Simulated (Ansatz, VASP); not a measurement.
Given: the input of a run of Ansatz 0.2.0 on MgO.

input

```
crystal:
  lattice:
    - [2.8983130506, 0.0, 0.0]
    - [-1.4491565253, 2.51001273, 0.0]
    - [0.0, 0.0, 2.6434636685]
  atoms:
    - { symbol: Mg, position: [0.0, 0.0, 0.0] }
    - { symbol: O, position: [0.3333333333, 0.6666666667, 0.5] }
hamiltonian:
  xc: hse06
  pseudopotentials: { kind: paw }
kpoints:
  mp_grid: { grid: [6, 6, 6] }
scf:
  occupations: { method: fermi_dirac, width: 0.05 }
output:
  forces: true
  stress: true
  eigenvalues: true
```

Question: Set up the same calculation for VASP 6.6.1. Potentials there: VASP PAW PBE potentials, release 64 (Mg, O).

Answer: As run (the cutoff follows the program's own potentials):

The input POSCAR:

```
MgO
1.0
    2.8983130506      0.0000000000      0.0000000000
   -1.4491565253      2.5100127300      0.0000000000
    0.0000000000      0.0000000000      2.6434636685
Mg O
1 1
Direct
    0.0000000000      0.0000000000      0.0000000000
    0.3333333333      0.6666666667      0.5000000000
```

The input INCAR.step1:

```
PREC = Accurate
ENCUT = 520
EDIFF = 1E-5
ISMEAR = -1
SIGMA = 0.05
LREAL = F
LASPH = T
NELM = 100
ALGO = Normal
ISIF = 2
LWAVE = T
LCHARG = F
NBANDS = 11
GGA = PE
```

INCAR.step2

```
PREC = Accurate
ENCUT = 520
EDIFF = 1E-6
ISMEAR = -1
SIGMA = 0.05
LREAL = F
LASPH = T
NELM = 100
ALGO = Normal
ISIF = 2
LWAVE = F
LCHARG = F
GGA = PE
LHFCALC = T
HFSCREEN = 0.2079
PRECFOCK = Normal
NBANDS = 11
ISTART = 1
```

KPOINTS

```
regular mesh
0
Gamma
  6 6 6
```

Potentials or basis: VASP PAW PBE potentials, release 64 (Mg, O).

The run is started by

```bash
$ cat potpaw_PBE.64/Mg/POTCAR potpaw_PBE.64/O/POTCAR > POTCAR
$ cp INCAR.step1 INCAR
$ mpirun -np 1 vasp_std > vasp.out
$ cp INCAR.step2 INCAR
$ mpirun -np 1 vasp_std > vasp.out
```

Both were run:

|  | VASP | Ansatz | Ansatz less VASP |
| --- | --- | --- | --- |
| gap on the k mesh at the Fermi level (eV) | 4.90 | 4.95 | +0.046 |
| least direct gap on the mesh (eV) | 5.34 | 5.38 | +0.041 |
| pressure (GPa) | -0.1 | 0.2 | +0.29 |
| traceless stress, the component that is largest in VASP (GPa) | 0.03 | 0.06 | +0.031 |

VASP's potentials hold 8 valence electrons a cell and Ansatz's 16, so a difference there can come from the potentials and not from the codes.
